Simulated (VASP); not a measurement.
Runs of VASP 6.6.1 on ZnS (rocksalt type). The structure is that of space group Fm-3m (No. 225), or close to it. The cells are those of the table. 

```csv
cell,gap on the mesh (eV),pressure (GPa)
"a = 3.400 Å, angles 60.0°, 2 atoms",none,(a)
"a = 3.476 Å, angles 60.0°, 2 atoms",none,7.4
"a = 3.058 Å, angles 60.0°, 2 atoms",none,121.1
"a = 2.907 Å, angles 60.0°, 2 atoms",none,226.5
```

Alike in all rows: task single point; level PBEsol; potentials or basis VASP PAW PBE potentials, release 64 (Zn, S); no spin polarisation; k mesh 16 × 16 × 16; cutoff (eV) 500; smearing fermi-dirac 0.05 eV.

Question: Estimate the missing entries.

Answer: (a) 17.4.

Caveats: the cell stands under pressure; semilocal functionals underestimate gaps, so a narrow gap can read as zero; the PAW data sets were made with another functional, which shifts forces and pressure a little.

A gap of «none» marks levels without a gap at the run's occupations.
